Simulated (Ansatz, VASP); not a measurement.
Ge: VASP beside Ansatz

Contents of INCAR:

```
SYSTEM = Ge
ALGO = Normal ; EDIFF = 1E-6
ENCUT = 520 ; GGA = PE
ISIF = 2 ; ISMEAR = -1
LASPH = .True. ; LCHARG = .False.
LREAL = .False. ; LWAVE = .False.
NBANDS = 21 ; NELM = 60
PREC = Accurate ; SIGMA = 0.02
```

The input KPOINTS:

```
k-points
0
Gamma
  8 8 8
  0 0 0
```

POSCAR

```
Ge
1.0
    0.0000000000      2.8368735117      2.8368735117
    2.8368735117      0.0000000000      2.8368735117
    2.8368735117      2.8368735117      0.0000000000
Ge
2
Direct
    0.0000000000      0.0000000000      0.0000000000
    0.2500000000      0.2500000000      0.2500000000
```

Input for Ansatz:

```yaml
crystal:
  lattice:
    - [0.0, 2.8368735117, 2.8368735117]
    - [2.8368735117, 0.0, 2.8368735117]
    - [2.8368735117, 2.8368735117, 0.0]
  atoms:
    - { symbol: Ge, position: [0.0, 0.0, 0.0] }
    - { symbol: Ge, position: [0.25, 0.25, 0.25] }
kpoints:
  mp_grid: { grid: [8, 8, 8] }
  band_path:
    path:
      - [0.0, 0.0, 0.0]
      - [0.5, 0.0, 0.5]
      - [0.625, 0.25, 0.625]
      - [0.375, 0.375, 0.75]
      - [0.5, 0.5, 0.5]
      - [0.5, 0.25, 0.75]
    npoints: 1
hamiltonian:
  xc: pbe
scf:
  occupations: { method: fermi_dirac, width: 0.02 }
  n_extra_bands: 4
output:
  forces: true
  stress: true
  eigenvalues: true
```

Alike in both runs: task single point; functional PBE; k mesh 8 × 8 × 8; occupations fermi-dirac, width 0.02 eV; no spin polarisation.

```csv
,VASP,Ansatz
version,VASP 6.6.1,Ansatz 0.2.0
potentials or method,"VASP PAW PBE potentials, release 64 (Ge_d)","plane waves, PAW"
plane-wave cutoff (eV),520,420
valence electrons in the cell,28,28
```

|  | VASP | Ansatz | Ansatz less VASP |
| --- | --- | --- | --- |
| pressure (GPa) | 2.9 | 3.0 | +0.12 |
